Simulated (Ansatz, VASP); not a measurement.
# BiOs in VASP and in Ansatz

```xyz
2
Lattice="0.0000 2.7958 2.7958 2.7958 0.0000 2.7958 2.7958 2.7958 0.0000" Properties=species:S:1:pos:R:3 pbc="T T T"
Os    2.7958    2.7958    2.7958
Bi    0.0000    0.0000    0.0000
```

Alike in both runs: task single point; functional PBE; k mesh 10 × 10 × 10; occupations gaussian, width 0.1 eV; no spin polarisation.

```csv
,VASP,Ansatz
version,VASP 6.6.1,Ansatz 0.2.0
potentials or method,"VASP PAW PBE potentials, release 64 (Os, Bi_d), cutoff 520 eV","scalar-relativistic, plane waves, PAW"
valence electrons in the cell,23,31
```

Ansatz gave:

```
pressure (GPa) : 0.1
```

Task: Estimate VASP's values.

Result: Pressure (GPa): 0.2.

VASP's potentials hold 23 valence electrons a cell and Ansatz's 31, so a difference there can come from the potentials and not from the codes.

Spin-orbit coupling is off throughout.
